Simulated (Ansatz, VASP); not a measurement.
**Pb in VASP and in Ansatz**

```
Pb
1.0
     0.00000    2.49141    2.49141
     2.49141    0.00000    2.49141
     2.49141    2.49141    0.00000
Pb
1
Cartesian
  0.0000 0.0000 0.0000
```

Alike in both runs: task single point; functional PBE exchange alone; k mesh 9 × 9 × 9; occupations fermi-dirac, width 0.05 eV; no spin polarisation.

|  | VASP | Ansatz |
| --- | --- | --- |
| version | VASP 6.6.1 | Ansatz 0.2.0 |
| potentials or method | VASP PAW PBE potentials, release 64 (Pb_d) | Ansatz PAW |
| plane-wave cutoff (eV) | 520 | 420 |
| valence electrons in the cell | 14 | 14 |

```tsv
	VASP	Ansatz	Ansatz less VASP
gap on the k mesh at the Fermi level (eV)	none	none	-
pressure (GPa)	10.2	10.2	+0.06
```

VASP's potentials were made for PBE, not for PBE exchange alone. A gap of «none» marks a metal or a gap that the smearing closes.

Neither program's run includes spin-orbit coupling.
